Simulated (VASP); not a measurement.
Write the native input for VASP 6.6.1 that does the following.

| Item | Value |
| --- | --- |
| Task | electric field gradients |
| Functional | PBE |
| Potentials or basis | VASP PAW PBE potentials, release 64 (Si, C) |
| Cutoff | 520 eV |
| k mesh | 16 × 16 × 9 |
| Occupations | fermi-dirac, width 0.02 eV |
| Spin | no spin polarisation |
| Dipole correction | no |
| Further INCAR settings | ALGO = Normal; EDIFF = 1e-08; NBANDS = 16 |

The structure of SiC lies in POSCAR:

```
SiC
1.0
    3.0760000000      0.0000000000      0.0000000000
   -1.5380000000      2.6638941420      0.0000000000
    0.0000000000      0.0000000000      5.0480000000
Si C
2 2
Direct
    0.3333333333      0.6666666667      0.0000000000
    0.6666666667      0.3333333333      0.5000000000
    0.3333333333      0.6666666667      0.3850000000
    0.6666666667      0.3333333333      0.8850000000
```

One way to write it, as run:

INCAR

```
PREC = Accurate ; ENCUT = 520
EDIFF = 1E-8 ; ISMEAR = -1
SIGMA = 0.02 ; LREAL = False
LASPH = True ; NELM = 100
ALGO = Normal ; ISIF = 2
LWAVE = False ; LCHARG = False
GGA = PE ; LEFG = True
NBANDS = 16
```

KPOINTS

```
regular mesh
0
Gamma
  16 16 9
```

Potentials or basis: VASP PAW PBE potentials, release 64 (Si, C).

Run with:

```console
$ cat potpaw_PBE.64/Si/POTCAR potpaw_PBE.64/C/POTCAR > POTCAR
$ mpirun -np 1 vasp_std > vasp.out
```

Results of the run:

- Pressure: 3.6 GPa
- Largest force: 0.753 eV/Å
- Band gap on the k mesh: 2.39 eV (least direct gap 4.08 eV)
- Largest electric field gradient by atom: Si +17.4; C +2.9 V/Å²

Caveat: the cell stands under pressure; without QUAD_EFG the Cq values of the log hold for a quadrupole moment of 1 mb, not for the nuclei; an odd mesh through Γ misses points on the zone boundary, where band edges can lie.

Wall time 3.3 min on 1 thread of Intel Xeon 8259CL (shared host), peak memory 0.21 GiB.
